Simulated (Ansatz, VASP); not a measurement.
# One calculation of Pd, two programs

Contents of INCAR:

```
PREC = Accurate ; ENCUT = 520
EDIFF = 1E-6 ; ISMEAR = 0
SIGMA = 0.1 ; LREAL = F
LASPH = T ; NELM = 80
ALGO = Normal ; ISIF = 2
LWAVE = F ; LCHARG = F
GGA = PE ; NBANDS = 50
```

KPOINTS

```
regular mesh
0
Gamma
  4 4 4
```

POSCAR

```
Pd
1.0
   -3.2144535535      3.2144535535      3.2144535535
    3.2144535535     -3.2144535535      3.2144535535
    3.2144535535      3.2144535535     -3.2144535535
Pd
8
Direct
    0.2060000000      0.2060000000      0.2060000000
    0.5000000000      0.0000000000      0.2940000000
    0.2940000000      0.5000000000      0.0000000000
    0.0000000000      0.2940000000      0.5000000000
    0.7940000000      0.7940000000      0.7940000000
    0.5000000000      0.0000000000      0.7060000000
    0.7060000000      0.5000000000      0.0000000000
    0.0000000000      0.7060000000      0.5000000000
```

Input for Ansatz:

```yaml
crystal:
  lattice:
    - [-3.2144535535, 3.2144535535, 3.2144535535]
    - [3.2144535535, -3.2144535535, 3.2144535535]
    - [3.2144535535, 3.2144535535, -3.2144535535]
  atoms:
    - { symbol: Pd, position: [0.206, 0.206, 0.206] }
    - { symbol: Pd, position: [0.5, 0.0, 0.294] }
    - { symbol: Pd, position: [0.294, 0.5, 0.0] }
    - { symbol: Pd, position: [0.0, 0.294, 0.5] }
    - { symbol: Pd, position: [0.794, 0.794, 0.794] }
    - { symbol: Pd, position: [0.5, 0.0, 0.706] }
    - { symbol: Pd, position: [0.706, 0.5, 0.0] }
    - { symbol: Pd, position: [0.0, 0.706, 0.5] }
basis:
  ecutwfc: 420
kpoints:
  mp_grid: { grid: [4, 4, 4] }
hamiltonian:
  xc: pbe
scf:
  occupations: { method: gaussian, width: 0.1 }
  lower_state_search: "off"
output:
  forces: true
  stress: true
  eigenvalues: true
```

Alike in both runs: task single point; functional PBE; k mesh 4 × 4 × 4; occupations gaussian, width 0.1 eV; no spin polarisation.

```csv
,VASP,Ansatz
version,VASP 6.6.1,Ansatz 0.2.0
potentials or method,"VASP PAW PBE potentials, release 64 (Pd), cutoff 520 eV","scalar-relativistic, plane waves, PAW"
valence electrons in the cell,80,144
```

|  | VASP | Ansatz | Ansatz less VASP |
| --- | --- | --- | --- |
| gap on the k mesh at the Fermi level (eV) | none | none | - |
| rms of the force components (eV/Å) | 1.545 | 1.590 | +0.0448 |

Atom by atom the forces differ by 0.045 eV/Å (rms over components). A gap of «none» marks a metal or a gap that the smearing closes. VASP's potentials hold 80 valence electrons a cell and Ansatz's 144, so a difference there can come from the potentials and not from the codes.
